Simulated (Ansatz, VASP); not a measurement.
**W in VASP and in Ansatz**

POSCAR

```
W
1.0
   -1.6372325000      1.6372325000      1.6372325000
    1.6372325000     -1.6372325000      1.6372325000
    1.6372325000      1.6372325000     -1.6372325000
W
1
Direct
    0.0000000000      0.0000000000      0.0000000000
```

File INCAR.step1:

```
PREC = Accurate
ENCUT = 520
ISMEAR = 0
SIGMA = 0.15
LREAL = F
LASPH = T
NELM = 80
NBANDS = 13
GGA = PE
ALGO = Normal
EDIFF = 1E-4
LWAVE = T
LCHARG = F
```

INCAR.step2

```
PREC = Accurate
ENCUT = 520
EDIFF = 1E-6
ISMEAR = 0
SIGMA = 0.15
LREAL = F
LASPH = T
NELM = 80
ALGO = Normal
ISIF = 2
LWAVE = F
LCHARG = F
METAGGA = R2SCAN
LMIXTAU = T
NBANDS = 13
ISTART = 1
```

Contents of KPOINTS:

```
regular mesh
0
Gamma
  20 20 20
```

Input for Ansatz:

```yaml
crystal:
  lattice:
    - [-1.6372325, 1.6372325, 1.6372325]
    - [1.6372325, -1.6372325, 1.6372325]
    - [1.6372325, 1.6372325, -1.6372325]
  atoms:
    - { symbol: W, position: [0.0, 0.0, 0.0] }
basis:
  ecutwfc: 500
kpoints:
  mp_grid: { grid: [20, 20, 20] }
hamiltonian:
  xc: r2scan
scf:
  occupations: { method: gaussian, width: 0.15 }
output:
  forces: true
  stress: true
  eigenvalues: true
```

Change from the starting cell: strain +0.025 along x and y, +0.025 along z, atoms carried along.

Alike in both runs: task single point; functional r2SCAN; k mesh 20 × 20 × 20; occupations gaussian, width 0.15 eV; no spin polarisation.

|  | VASP | Ansatz |
| --- | --- | --- |
| version | VASP 6.6.1 | Ansatz 0.2.0 |
| potentials or method | VASP PAW PBE potentials, release 64 (W_sv), cutoff 520 eV | scalar-relativistic, plane waves, PAW |
| valence electrons in the cell | 14 | 14 |

|  | VASP | Ansatz | Ansatz less VASP |
| --- | --- | --- | --- |
| gap on the k mesh at the Fermi level (eV) | none | none | - |
| pressure (GPa) | -24.9 | -25.7 | -0.76 |

VASP's potentials were made for PBE, not for r2SCAN. A gap of «none» marks a metal or a gap that the smearing closes.

Spin-orbit coupling is off throughout.
